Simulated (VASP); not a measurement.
# Pt: single point with r2SCAN+rVV10

Crystal: Pt.

```
Pt
1.0
     0.00000    1.96239    1.96239
     1.96239    0.00000    1.96239
     1.96239    1.96239    0.00000
Pt
1
Direct
  0.00000 0.00000 0.00000
```

```
Program             : VASP 6.6.1
Task                : single point
Functional          : r2SCAN
Dispersion          : rVV10
Potentials or basis : VASP PAW PBE potentials, release 64 (Pt)
Cutoff              : 550 eV
k mesh              : 18 × 18 × 18
Occupations         : gaussian, width 0.1 eV
Spin                : no spin polarisation
```

```json
{
 "Pressure": "2.1 GPa",
 "Band gap on the k mesh": "zero (band 5 reaches 11.50 eV, above the bottom of band 6 at 9.13 eV)"
}
```

Levels at points of the mesh, in eV from the Fermi level:
```csv
k point,band 1,band 2,band 3,band 4,band 5,band 6,band 7,band 8,band 9,band 10
"(0.00, 0.00, 0.00)",-10.50,-3.91,-3.91,-3.91,-1.75,-1.75,15.46,20.62,20.62,20.62
"(0.50, 0.00, 0.00)",-7.57,-4.01,-4.01,-0.33,0.02,0.02,6.13,15.10,19.92,19.92
"(0.50, 0.50, 0.00)",-7.29,-6.85,-0.06,0.52,0.52,1.92,9.31,11.99,11.99,21.23
```

It took 97 s on 1 thread of Intel(R) Xeon(R) Platinum 8375C CPU @ 2.90GHz (Ice Lake), on a shared host, peak memory 0.23 GiB.

Caveat: the PAW data sets were made with another functional, which shifts forces and pressure a little; spin-orbit coupling is left out, which moves the levels of the heavy elements.
